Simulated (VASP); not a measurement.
A run of VASP 6.6.1:

File INCAR:

```
SYSTEM = Zn
PREC = Accurate
ENCUT = 520
EDIFF = 1E-8
ISMEAR = -1
SIGMA = 0.1
LREAL = .FALSE.
LASPH = .TRUE.
NELM = 100
ALGO = Normal
ISIF = 2
LWAVE = .FALSE.
LCHARG = .FALSE.
IBRION = 8
NSW = 1
```

KPOINTS

```
regular mesh
0
G
  6 6 6
  0 0 0
```

Contents of POSCAR:

```
Zn
1.0
    0.0000000000      1.9647760000      1.9647760000
    1.9647760000      0.0000000000      1.9647760000
    1.9647760000      1.9647760000      0.0000000000
Zn
1
Direct
    0.0000000000      0.0000000000      0.0000000000
```

Potentials or basis: VASP PAW LDA potentials, release 64 (Zn).

Run with:

```bash
$ cat potpaw_LDA.64/Zn/POTCAR > POTCAR
$ mpirun -np 1 vasp_std > vasp.out
```

Hardware: 1 thread of Intel Xeon 8259CL, with other jobs on the host.

Problem. How long does it take, and how much memory?

Solution. Wall time 15 s on 1 thread of Intel Xeon 8259CL, with other jobs on the host, peak memory 0.14 GiB. Counts: scf iterations 23, k points 16.
